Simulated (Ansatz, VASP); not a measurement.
## Ti3Al4Ni in VASP and in Ansatz

```
CELL_PARAMETERS angstrom
5.82000 0.00000 0.00000
0.00000 5.82000 0.00000
0.00000 0.00000 3.61965
ATOMIC_POSITIONS crystal
Ti 0.00000 0.00000 0.50000
Ti 0.00000 0.50000 0.50000
Ti 0.50000 0.00000 0.50000
Al 0.73150 0.73150 0.00000
Al 0.73150 0.26850 0.00000
Al 0.26850 0.73150 0.00000
Al 0.26850 0.26850 0.00000
Ni 0.50000 0.50000 0.50000
```

Alike in both runs: task single point; functional r2SCAN; k mesh 6 × 6 × 10; occupations gaussian, width 0.1 eV; no spin polarisation.

|  | VASP | Ansatz |
| --- | --- | --- |
| version | VASP 6.6.1 | Ansatz 0.2.0 |
| potentials or method | VASP PAW PBE potentials, release 64 (Ti_sv, Al, Ni), cutoff 520 eV | scalar-relativistic, plane waves, PAW |
| valence electrons in the cell | 58 | 66 |

|  | VASP | Ansatz | Ansatz less VASP |
| --- | --- | --- | --- |
| gap on the k mesh at the Fermi level (eV) | none | none | - |
| pressure (GPa) | -1.9 | -2.0 | -0.06 |
| traceless stress, the component that is largest in VASP (GPa) | -0.37 | -0.34 | +0.023 |
| rms of the force components (eV/Å) | 0.041 | 0.037 | -0.0038 |

VASP's potentials were made for PBE, not for r2SCAN. Atom by atom the forces differ by 0.004 eV/Å (rms over components). A gap of «none» marks a metal or a gap that the smearing closes. VASP's potentials hold 58 valence electrons a cell and Ansatz's 66, so a difference there can come from the potentials and not from the codes.
